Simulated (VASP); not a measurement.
Input of a VASP 6.6.1 run:

INCAR

```
PREC     = Accurate       # precision mode
ENCUT    = 520            # plane-wave cutoff, eV
EDIFF    = 1E-6           # SCF threshold, eV
ISMEAR   = 0              # smearing method
SIGMA    = 0.02           # smearing width, eV
LREAL    = Auto         
LASPH    = T              # aspherical terms in the spheres
NELM     = 80             # most SCF steps
ALGO     = Normal         # electronic algorithm
ISIF     = 2              # what is computed and relaxed
LWAVE    = F              # write WAVECAR
LCHARG   = F              # write CHGCAR
GGA      = PS             # functional
NBANDS   = 92             # bands
```

KPOINTS

```
regular mesh
0
Gamma
  2 2 2
```

POSCAR

```
Cd9S8
1.0
    0.0000000000      5.8238935687     -5.8238935687
    5.8238935687      5.8238935687      0.0000000000
    5.8238935687      0.0000000000     -5.8238935687
Cd S
9 8
Direct
    0.4990553082      0.4987031383      0.0030182557
    0.4885670499      0.0077268754     -0.0041744410
    1.0076325109      0.4888845351     -0.0041989950
    1.0079250128      0.0078181374     -0.0041824253
    0.4887861473      0.4892051110      0.5135168534
    0.4888984434      0.0086336571      0.5137608483
    1.0085425550      0.4892336143      0.5135915457
    0.9979026800     -0.0015196019      0.5059687244
    0.7478993132      0.7484856906      0.2559768619
    0.3755206846      0.3755914277      0.3734080086
    0.3651102952      0.8763303175      0.3825357510
    0.8759910256      0.3656582104      0.3824567660
    0.8761834226      0.8763860362      0.3825583304
    0.3748976478      0.3749675323      0.8806865956
    0.3751023219      0.8689803377      0.8808486864
    0.8692997975      0.3750325232      0.8807363046
    0.8756086353      0.8758052392      0.8730569060
```

Potentials or basis: VASP PAW PBE potentials, release 64 (Cd, S).

Run with:

```sh
$ cat potpaw_PBE.64/Cd/POTCAR potpaw_PBE.64/S/POTCAR > POTCAR
$ mpirun -np 1 vasp_std > vasp.out
```

Task: Estimate the band gap on the k mesh.

Result: Zero (bands 78 and 79 overlap by 1.09 eV).

Task: Predict the pressure.

Result: 5.7 GPa.

Task: Predict the largest force.

Result: 0.017 eV/Å.

Forces on the atoms (eV/Å):
```
Cd   0.002 -0.001 -0.001
Cd   0.001 -0.001 -0.004
Cd   0.004 -0.001 -0.001
Cd   0.001 -0.003 -0.001
Cd   0.002  0.004 -0.001
Cd  -0.003 -0.001 -0.001
Cd   0.002 -0.001  0.004
Cd   0.000  0.000  0.000
Cd  -0.003  0.001  0.002
S   -0.006  0.005  0.005
S    0.008 -0.008  0.010
S   -0.009 -0.009 -0.009
S    0.008  0.011 -0.008
S    0.005  0.007 -0.006
S   -0.007 -0.006 -0.006
S    0.005 -0.006  0.007
S   -0.009  0.010  0.009
```

Caveat: the k points lie up to 0.47 Å⁻¹ apart, too coarse for converged energies and pressures of a metal; the PAW data sets were made with another functional, which shifts forces and pressure a little.
